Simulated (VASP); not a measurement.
# LiTa16 (a cell with a defect) in VASP: a series of runs

LiTa16 (a cell with a defect) is run at these levels: PBE; tasks: single point.

Program: VASP 6.6.1. These are calculated values, not measurements. Logs are shortened: lines on timing, memory, paths and dates and some standing lists are left out, and cuts for length are marked.

### 1 The cell of the first run

The cell holds a defect, 17 atoms: a = 6.620 Å, b = 6.620 Å, c = 6.620 Å, α = 90.00°, β = 90.00°, γ = 90.00°.

### 2 Single point, PBE

The input, INCAR:

```
SYSTEM = LiTa16
PREC = Accurate ; ENCUT = 520
EDIFF = 1E-6 ; ISMEAR = -1
SIGMA = 0.05 ; LREAL = Auto
LASPH = .True. ; NELM = 100
ALGO = Normal ; ISIF = 2
LWAVE = .False. ; LCHARG = .False.
GGA = PE ; NBANDS = 104
```

The input, KPOINTS:

```
regular mesh
0
Gamma
  2 2 2
  0 0 0
```

The input, POSCAR:

```
LiTa16
1.0
    6.6200000000      0.0000000000      0.0000000000
    0.0000000000      6.6200000000      0.0000000000
    0.0000000000      0.0000000000      6.6200000000
Ta Li
16 1
Direct
   -0.0237915408     -0.0069788520      0.0011933535
    0.4629154079     -0.0376888218     -0.0018580060
   -0.0117673716      0.4776888218     -0.0115709970
    0.0085800604     -0.0042598187      0.5056193353
    0.2430513595      0.2668126888      0.2472809668
    0.4750604230      0.5403474320      0.0040483384
    0.4918429003      0.0173111782      0.5066314199
    0.7864350453      0.2429607251      0.2862235650
    0.0224471299      0.4876283988      0.4988670695
    0.2452870091      0.7528549849      0.2506797583
    0.2549697885      0.2568882175      0.7515861027
    0.5197885196      0.5108459215      0.5169486405
    0.7558006042      0.7379456193      0.2561329305
    0.7620845921      0.2391540785      0.7042145015
    0.2399546828      0.7584441088      0.7379758308
    0.7735045317      0.7501208459      0.7460271903
    0.6176435045      0.2525226586      0.0172205438
```

Potentials or basis: VASP PAW PBE potentials, release 64 (Ta_pv, Li_sv).

The run is started by

```console
cat potpaw_PBE.64/Ta_pv/POTCAR potpaw_PBE.64/Li_sv/POTCAR > POTCAR
mpirun -np 1 vasp_std > vasp.out
```

OUTCAR:

```text
SYSTEM = LiTa16
   PREC = Accurate
   ENCUT = 520
   EDIFF = 1E-6
   ISMEAR = -1
   LREAL = Auto
   LASPH = .True.
   NELM = 100
   ISIF = 2
   GGA = PE

 ion  position               nearest neighbor table
   1  0.976  0.993  0.001-  16 2.69  13 2.80   8 2.81  10 2.90  15 2.91  14 2.92  17 2.93   5 3.01
                            11 3.03   3 3.21   2 3.23   4 3.29   4 3.35   2 3.40   3 3.41
   2  0.463  0.962  0.998-  17 2.18  10 2.61  15 2.64   6 2.79  11 2.89  13 2.98   5 2.98  16 3.00
                             1 3.23   7 3.28  14 3.33   7 3.39   1 3.40   8 3.42
   3  0.988  0.478  0.988-  11 2.78   5 2.78  16 2.80   8 2.84  14 2.88  17 2.88  13 2.91  15 3.00
                            10 3.04   1 3.21   9 3.25   6 3.25   9 3.39   1 3.41   6 3.42
   4  0.009  0.996  0.506-   8 2.64  14 2.64  15 2.68  16 2.76  10 2.81  11 2.88  13 2.91   5 2.92
                             7 3.20   9 3.26   1 3.29   1 3.35   9 3.37   7 3.42
   5  0.243  0.267  0.247-   9 2.65   3 2.78   6 2.87   7 2.90  17 2.91   4 2.92   2 2.98   1 3.01
                            12 3.03   8 3.04  10 3.22  11 3.28  11 3.34  10 3.40
   6  0.475  0.540  0.004-  17 2.13  10 2.64  15 2.76   2 2.79  13 2.82   5 2.87  11 2.90  16 2.96
                            12 3.24   3 3.25  14 3.39   8 3.41  12 3.41   3 3.42
   7  0.492  0.017  0.507-  14 2.66  11 2.76  15 2.84   8 2.86   5 2.90  10 2.93  16 3.02  13 3.04
                             4 3.20  12 3.27   2 3.28  12 3.36   2 3.39   4 3.42
   8  0.786  0.243  0.286-  17 2.10   4 2.64   9 2.65  14 2.77   1 2.81   3 2.84   7 2.86  12 2.93
                             5 3.04  13 3.29  13 3.36   6 3.41   2 3.42
   9  0.022  0.488  0.499-   5 2.65   8 2.65  11 2.74  14 2.74  15 2.79  10 2.82  16 2.90  13 2.91
                             3 3.25   4 3.26  12 3.30  12 3.33   4 3.37   3 3.39
  10  0.245  0.753  0.251-   2 2.61   6 2.64   4 2.81   9 2.82   1 2.90   7 2.93  12 3.00   3 3.04
                             5 3.22  15 3.23  13 3.24  13 3.38  15 3.39   5 3.40
  11  0.255  0.257  0.752-   9 2.74   7 2.76   3 2.78   4 2.88  12 2.88   2 2.89   6 2.90  17 2.98
                             1 3.03  14 3.28   5 3.28  15 3.30  15 3.32   5 3.34  14 3.37
  12  0.520  0.511  0.517-  14 2.71  16 2.76  13 2.77  15 2.87  11 2.88   8 2.93  10 3.00   5 3.03
                             6 3.24   7 3.27   9 3.30   9 3.33   7 3.36   6 3.41
  13  0.756  0.738  0.256-  12 2.77   1 2.80   6 2.82   4 2.91   9 2.91   3 2.91   2 2.98   7 3.04
                            10 3.24  16 3.25   8 3.29   8 3.36  16 3.38  10 3.38
  14  0.762  0.239  0.704-  17 2.28   4 2.64   7 2.66  12 2.71   9 2.74   8 2.77   3 2.88   1 2.92
                            16 3.25  11 3.28   2 3.33  11 3.37  16 3.39   6 3.39
  15  0.240  0.758  0.738-   2 2.64   4 2.68   6 2.76   9 2.79   7 2.84  12 2.87   1 2.91   3 3.00
                            16 3.09  10 3.23  11 3.30  11 3.32  10 3.39  16 3.53
  16  0.774  0.750  0.746-   1 2.69   4 2.76  12 2.76   3 2.80   9 2.90   6 2.96   2 3.00   7 3.02
                            15 3.09  13 3.25  14 3.25  13 3.38  14 3.39  15 3.53
  17  0.618  0.253  0.017-   8 2.10   6 2.13   2 2.18  14 2.28   3 2.88   5 2.91   1 2.93  11 2.98

  LATTYP: Found a simple cubic cell.
 ALAT       =     6.6200000000

  Lattice vectors:

 A1 = (   6.6200000000,   0.0000000000,   0.0000000000)
 A2 = (   0.0000000000,   6.6200000000,   0.0000000000)
 A3 = (   0.0000000000,   0.0000000000,   6.6200000000)

Analysis of symmetry for initial positions (statically):
=====================================================================
 Subroutine PRICEL returns:
 Original cell was already a primitive cell.

 Routine SETGRP: Setting up the symmetry group for a
 simple cubic supercell.

 Subroutine GETGRP returns: Found  1 space group operations
 (whereof  1 operations were pure point group operations)
 out of a pool of 48 trial point group operations.

The static configuration has the point symmetry C_1 .

Analysis of symmetry for dynamics (positions and initial velocities):
[... 46 lines left out ...]
   LORBIT       =      0    0 simple, 1 ext, 2 COOP (PROOUT), +10 PAW based schemes
   GGA     = PE    functional components
   LHFCALC =     F    Hartree Fock is set to
   AEXX    =    0.0000 exact exchange contribution
   IVDW    =     0    specifies the selected vdW correction
   LEPSILON=     F    determine dielectric tensor
   LRPA    =     F    only Hartree local field effects (RPA)
 non-spin polarized calculation
  energy-cutoff  :      520.00
  volume of cell :      290.12
 maximum number of plane-waves:      7856
 NGX is ok and might be reduce to    50
   NGX = 25   NGY = 25   NGZ = 25

 number of electron     179.0000005 magnetization

 Free energy of the ion-electron system (eV)
  ---------------------------------------------------
  ext. energy  EPLUGINS =         0.00000000
  ---------------------------------------------------
  free energy    TOTEN  =      -186.36370942 eV

  energy without entropy =     -186.26711078  energy(sigma->0) =     -186.31541010

 E-fermi :   5.8426     XC(G=0): -12.6279

 val. band max:        5.8092143424   @ k =   0.5000   0.0000   0.5000
 cond. band min:       5.8545329822   @ k =   0.5000   0.0000   0.0000
 fundamental gap:      0.0453186398
 Fermi energy:         5.8425747273

 k-point     1 :       0.0000    0.0000    0.0000
  band No.  band energies     occupation
      1     -40.7943      2.00000
      2     -28.8942      2.00000
      3     -28.7287      2.00000
      4     -28.6879      2.00000
      5     -28.6564      2.00000
      6     -28.6504      2.00000
[... 93 lines left out ...]
    100       7.4734      0.00000
    101       7.5401      0.00000

 k-point     2 :       0.5000    0.0000    0.0000
  band No.  band energies     occupation
      1     -40.7944      2.00000
      2     -28.8540      2.00000
      3     -28.7031      2.00000
      4     -28.5818      2.00000
      5     -28.5503      2.00000
      6     -28.5196      2.00000
[... 613 lines left out ...]
    100       7.1899      0.00000
    101       7.5022      0.00000

 k-point     8 :       0.5000    0.5000    0.5000
  band No.  band energies     occupation
      1     -40.7940      2.00000
      2     -28.7729      2.00000
      3     -28.7201      2.00000
      4     -28.5412      2.00000
      5     -28.5322      2.00000
      6     -28.4379      2.00000
[... 93 lines left out ...]
    100       8.6697      0.00000
    101       8.7960      0.00000
 [bands above 101 left out]

------------------------ aborting loop because EDIFF is reached ----------------------------------------

  FORCE on cell =-STRESS in cart. coord.  units (eV):
  Direction    XX          YY          ZZ          XY          YZ          ZX
  --------------------------------------------------------------------------------------
  -------------------------------------------------------------------------------------
  Total       17.4518413     21.0264665     21.1599940     -1.2330812      0.3537771      0.7963277
  in kB       96.3779911    116.1188993    116.8563062     -6.8097046      1.9537383      4.3977287
  external PRESSURE =     109.7843989 kB  Pullay stress =       0.0000000 kB

 VOLUME and BASIS-vectors are now :
 -----------------------------------------------------------------------------
  energy-cutoff  :      520.00
  volume of cell :      290.12
      direct lattice vectors                 reciprocal lattice vectors
     6.620000000  0.000000000  0.000000000     0.151057402  0.000000000  0.000000000
     0.000000000  6.620000000  0.000000000     0.000000000  0.151057402  0.000000000
     0.000000000  0.000000000  6.620000000     0.000000000  0.000000000  0.151057402

 POSITION                                       TOTAL-FORCE (eV/Angst)
 -----------------------------------------------------------------------------------
      6.46250      6.57380      0.00790         1.188351      0.526398     -0.106651
      3.06450      6.37050      6.60770         0.936992      0.776227      0.134412
      6.54210      3.16230      6.54340         0.241250      1.164768      0.645697
      0.05680      6.59180      3.34720         0.644700     -0.188498     -1.181338
      1.60900      1.76630      1.63700         1.414366     -1.455994     -0.219340
      3.14490      3.57710      0.02680         0.468419     -0.098703     -0.768632
[... 9 lines left out ...]
      5.12060      4.96580      4.93870        -2.221966     -0.363029      0.087641
      4.08880      1.67170      0.11400         0.044361     -0.277152     -0.585578
 -----------------------------------------------------------------------------------
    total drift:                                0.002349      0.003770      0.002038

  FREE ENERGIE OF THE ION-ELECTRON SYSTEM (eV)
  ---------------------------------------------------
  free  energy   TOTEN  =      -186.3637094220 eV

  energy  without entropy=     -186.2671107782  energy(sigma->0) =     -186.31541010
```

Run time: 6.1 min. Hardware: 1 thread of Intel Xeon Platinum 8488C (Sapphire Rapids), shared host; peak memory 0.44 GiB.

What came out:

| Item | Value |
| --- | --- |
| Free energy | -186.3637 eV |
| Largest force | 2.449 eV/Å |
| Band gap on the k mesh | zero (an odd number of electrons rules out a gap without spin polarisation) |

Forces in eV/Å, atoms in the order of the input:
```
Ta   1.188  0.526 -0.107
Ta   0.937  0.776  0.134
Ta   0.241  1.165  0.646
Ta   0.645 -0.188 -1.181
Ta   1.414 -1.456 -0.219
Ta   0.468 -0.099 -0.769
Ta   0.504 -1.487 -0.995
Ta  -0.982  0.201 -0.146
Ta  -0.567  1.978  0.300
Ta  -0.791 -0.281  0.995
Ta   0.198 -0.436  0.332
Ta  -1.232 -0.095 -1.390
Ta  -0.205  0.575 -0.131
Ta   0.097  0.384  2.417
Ta   0.261 -0.923  0.612
Ta  -2.222 -0.363  0.088
Li   0.044 -0.277 -0.586
```

Levels at points of the mesh, in eV from the Fermi level:
```csv
k point,band 85,band 86,band 87,band 88,band 89,band 90,band 91,band 92,band 93,band 94
"(0.00, 0.00, 0.00)",0.27,0.37,0.40,0.57,0.59,0.68,0.73,0.82,0.98,1.05
"(0.50, 0.00, 0.00)",-0.58,-0.37,-0.33,0.01,0.05,0.16,0.27,0.36,0.40,0.55
"(0.00, 0.50, 0.00)",-0.57,-0.52,-0.22,0.02,0.12,0.17,0.31,0.40,0.45,0.59
"(0.00, 0.00, 0.50)",-0.49,-0.26,-0.07,-0.04,0.06,0.17,0.22,0.31,0.49,0.56
"(0.50, 0.50, 0.00)",-0.77,-0.74,-0.71,-0.64,-0.46,-0.43,-0.30,0.06,0.18,0.43
"(0.00, 0.50, 0.50)",-0.75,-0.73,-0.67,-0.54,-0.46,-0.32,-0.15,0.06,0.13,0.58
"(0.50, 0.00, 0.50)",-0.71,-0.68,-0.63,-0.54,-0.47,-0.28,-0.18,-0.03,0.34,0.51
"(0.50, 0.50, 0.50)",-1.27,-1.23,-1.17,-1.14,-1.08,-1.05,-1.01,-0.95,-0.84,-0.70
```

Caveat: the k points lie up to 0.47 Å⁻¹ apart, too coarse for converged energies and pressures of a metal; the cutoff is under 1.25 times the usual one of these potentials, so pressure, stress and relaxed cells hold a basis-set (Pulay) error; spin-orbit coupling is left out, which moves the levels of the heavy elements.

### 3 Single point, PBE

The input, INCAR:

```
SYSTEM = LiTa16
PREC = Accurate ; ENCUT = 520
EDIFF = 1E-6 ; ISMEAR = -1
SIGMA = 0.05 ; LREAL = Auto
LASPH = .TRUE. ; NELM = 100
ALGO = Normal ; ISIF = 2
LWAVE = .FALSE. ; LCHARG = .TRUE.
GGA = PE ; LELF = .TRUE.
LVHAR = .TRUE. ; NBANDS = 104
```

The input, KPOINTS:

```
regular mesh
0
G
  2 2 2
  0 0 0
```

The input, POSCAR:

```
LiTa16
1.0
    6.6200000000      0.0000000000      0.0000000000
    0.0000000000      6.6200000000      0.0000000000
    0.0000000000      0.0000000000      6.6200000000
Ta Li
16 1
Direct
   -0.0261178248     -0.0042296073      0.0024471299
    0.4757401813     -0.0408006042      0.0243202417
   -0.0178096677      0.5103021148      0.0114350453
    0.0292145015     -0.0111631420      0.4861480363
    0.2744864048      0.2432175227      0.2378096677
    0.4947432024      0.5347885196      0.0126132931
    0.4726283988      0.0089728097      0.4781873112
    0.7466163142      0.2507552870      0.2850755287
    0.0192900302      0.5158610272      0.5083987915
    0.2319637462      0.7425679758      0.2611933535
    0.2543806647      0.2594561934      0.7627039275
    0.5103625378      0.5110422961      0.5032477341
    0.7612990937      0.7529456193      0.2422356495
    0.7733836858      0.2410876133      0.6990936556
    0.2543202417      0.7252719033      0.7575377644
    0.7518731118      0.7496072508      0.7281117825
    0.6127039275      0.2632930514      0.0026132931
```

Potentials or basis: VASP PAW PBE potentials, release 64 (Ta_pv, Li_sv).

The run is started by

```console
cat potpaw_PBE.64/Ta_pv/POTCAR potpaw_PBE.64/Li_sv/POTCAR > POTCAR
mpirun -np 1 vasp_std > vasp.out
```

It took 6.7 min on 1 thread of Intel Xeon Platinum 8488C (Sapphire Rapids), shared host; peak memory 0.44 GiB.

Results (log left out):

| Property | Result |
| --- | --- |
| Free energy | -185.2513 eV |
| Largest force | 3.557 eV/Å |
| Band gap on the k mesh | zero (an odd number of electrons rules out a gap without spin polarisation) |

Forces on the atoms (eV/Å):
```
Ta   1.309  0.815 -0.594
Ta   0.314  0.397 -2.304
Ta   0.791 -1.853 -1.071
Ta  -1.731  1.285  1.409
Ta  -2.664  1.765  0.403
Ta  -0.884  1.075 -0.446
Ta   2.202 -1.357  2.441
Ta   2.357 -0.157  0.408
Ta  -0.954 -1.880 -0.756
Ta   1.392 -0.353 -1.277
Ta   0.156 -0.842 -0.130
Ta  -0.727 -0.674 -0.286
Ta  -1.331  0.008  1.784
Ta   0.031  0.234  1.230
Ta  -0.953  2.304 -0.212
Ta  -0.105  0.877  1.323
Li   0.797 -1.644 -1.921
```

Levels at points of the mesh, in eV from the Fermi level:
```
           k point  band 86  band 87  band 88  band 89  band 90  band 91  band 92  band 93
(0.00, 0.00, 0.00)     0.37     0.46     0.52     0.55     0.68     0.71     0.81     1.02
(0.50, 0.00, 0.00)    -0.41    -0.33     0.00     0.14     0.17     0.37     0.40     0.54
(0.00, 0.50, 0.00)    -0.30    -0.09     0.00     0.03     0.11     0.19     0.29     0.54
(0.00, 0.00, 0.50)    -0.31    -0.13    -0.02     0.09     0.18     0.24     0.33     0.56
(0.50, 0.50, 0.00)    -0.68    -0.57    -0.50    -0.35    -0.28    -0.16    -0.07     0.33
(0.00, 0.50, 0.50)    -0.69    -0.58    -0.47    -0.38    -0.15    -0.06     0.04     0.25
(0.50, 0.00, 0.50)    -0.60    -0.59    -0.50    -0.45    -0.34    -0.12    -0.01     0.35
(0.50, 0.50, 0.50)    -1.21    -1.12    -1.05    -0.99    -0.94    -0.88    -0.75    -0.62
```

Caveat: the k points lie up to 0.47 Å⁻¹ apart, too coarse for converged energies and pressures of a metal; the cutoff is under 1.25 times the usual one of these potentials, so pressure, stress and relaxed cells hold a basis-set (Pulay) error; the atoms stand as in a frame of molecular dynamics; spin-orbit coupling is left out, which moves the levels of the heavy elements.

### 4 Single point, PBE

The input, INCAR:

```
SYSTEM = LiTa16
PREC     = Accurate       ! precision mode
ENCUT    = 520            ! plane-wave cutoff, eV
EDIFF    = 1E-6           ! SCF threshold, eV
ISMEAR   = -1             ! smearing method
SIGMA    = 0.05           ! smearing width, eV
LREAL    = Auto         
LASPH    = .True.         ! aspherical terms in the spheres
NELM     = 100            ! most SCF steps
ALGO     = Normal         ! electronic algorithm
ISIF     = 2              ! what is computed and relaxed
LWAVE    = .False.        ! write WAVECAR
LCHARG   = .False.        ! write CHGCAR
GGA      = PE             ! functional
NBANDS   = 104            ! bands
```

The input, KPOINTS:

```
regular mesh
0
Gamma
  2 2 2
  0 0 0
```

The input, POSCAR:

```
LiTa16
1.0
    6.6200000000      0.0000000000      0.0000000000
    0.0000000000      6.6200000000      0.0000000000
    0.0000000000      0.0000000000      6.6200000000
Ta Li
16 1
Direct
    0.0146223565      0.0161027190     -0.0084743202
    0.4841842900     -0.0424018127      0.0027039275
   -0.0047432024      0.4950453172      0.0060574018
    0.0089123867      0.0104229607      0.4991087613
    0.2474018127      0.2568882175      0.2401963746
    0.5058912387      0.5197583082      0.0098338369
    0.5060876133     -0.0289425982      0.5121903323
    0.7536102719      0.2577945619      0.2626888218
   -0.0065105740      0.5049395770      0.4945921450
    0.2472658610      0.7320845921      0.2467522659
    0.2571601208      0.2389577039      0.7630362538
    0.4803927492      0.4928851964      0.4857854985
    0.7357401813      0.7622960725      0.2711631420
    0.8062688822      0.2572960725      0.7027492447
    0.2399244713      0.7524622356      0.7649546828
    0.7290181269      0.7656495468      0.7494561934
    0.6425528701      0.2236706949     -0.0564199396
```

The run is started by

```console
cat potpaw_PBE.64/Ta_pv/POTCAR potpaw_PBE.64/Li_sv/POTCAR > POTCAR
mpirun -np 1 vasp_std > vasp.out
```

It took 6.5 min on 1 thread of Intel Xeon Platinum 8488C (Sapphire Rapids), shared host; peak memory 0.44 GiB.

Results (log left out):

```yaml
Free_energy: -185.4492 eV
Largest_force: 3.797 eV/Å
Band_gap_on_the_k_mesh: zero (an odd number of electrons rules out a gap without spin polarisation)
```

Forces on the atoms (eV/Å):
```
Ta  -1.767 -1.313  1.320
Ta  -0.589  0.648  1.291
Ta  -0.454  0.790 -0.610
Ta   0.787 -1.805 -0.872
Ta   1.187 -1.000  0.283
Ta  -1.423  0.028 -0.093
Ta  -2.001  3.091 -0.927
Ta   0.356 -0.517  0.804
Ta   1.421  1.328 -0.249
Ta  -1.124  1.568  0.925
Ta   0.634  1.238 -1.419
Ta   1.379  0.297  1.958
Ta   1.350 -1.244 -1.641
Ta  -1.916  0.102 -0.059
Ta   0.001 -1.320 -1.415
Ta   2.875 -1.664  0.242
Li  -0.717 -0.227  0.462
```

Levels at points of the mesh, in eV from the Fermi level:
| k point | band 87 | band 88 | band 89 | band 90 | band 91 | band 92 |
| --- | --- | --- | --- | --- | --- | --- |
| (0.00, 0.00, 0.00) | 0.44 | 0.61 | 0.66 | 0.72 | 0.77 | 0.93 |
| (0.50, 0.00, 0.00) | -0.31 | 0.07 | 0.17 | 0.23 | 0.26 | 0.33 |
| (0.00, 0.50, 0.00) | -0.14 | -0.04 | 0.14 | 0.18 | 0.24 | 0.30 |
| (0.00, 0.00, 0.50) | -0.38 | 0.00 | 0.11 | 0.17 | 0.32 | 0.37 |
| (0.50, 0.50, 0.00) | -0.57 | -0.55 | -0.47 | -0.30 | -0.25 | 0.17 |
| (0.00, 0.50, 0.50) | -0.58 | -0.57 | -0.36 | -0.22 | -0.13 | -0.02 |
| (0.50, 0.00, 0.50) | -0.53 | -0.48 | -0.45 | -0.31 | -0.25 | -0.08 |
| (0.50, 0.50, 0.50) | -1.16 | -1.12 | -1.08 | -1.03 | -0.89 | -0.87 |

Caveat: the k points lie up to 0.47 Å⁻¹ apart, too coarse for converged energies and pressures of a metal; the cutoff is under 1.25 times the usual one of these potentials, so pressure, stress and relaxed cells hold a basis-set (Pulay) error; atoms lie so close that the PAW spheres overlap strongly, which falsifies energies and pressures; the atoms stand as in a frame of molecular dynamics; spin-orbit coupling is left out, which moves the levels of the heavy elements.

### 5 Summary

| cell | gap on the mesh (eV) | largest force (eV/Å) |
| --- | --- | --- |
| as given, atomic positions A | none | 2.45 |
| as given, atomic positions B | none | 3.56 |
| as given, atomic positions C | none | 3.80 |

Alike in all rows: task single point; level PBE; potentials or basis VASP PAW PBE potentials, release 64 (Ta_pv, Li_sv); no spin polarisation; k mesh 2 × 2 × 2; cutoff (eV) 520; smearing fermi-dirac 0.05 eV.

Caveats: all runs use coarse meshes; the cutoff is under 1.25 times the usual one of these potentials, so pressure, stress and relaxed cells hold a basis-set (Pulay) error; spin-orbit coupling is left out, which moves the levels of the heavy elements; the atoms stand as in a frame of molecular dynamics (at least some runs); atoms lie so close that the PAW spheres overlap strongly, which falsifies energies and pressures (at least some runs).

Absolute energies hang on the potentials; compare differences alone.

The gap in the log of VASP goes by the Fermi energy; the results here count the filled bands.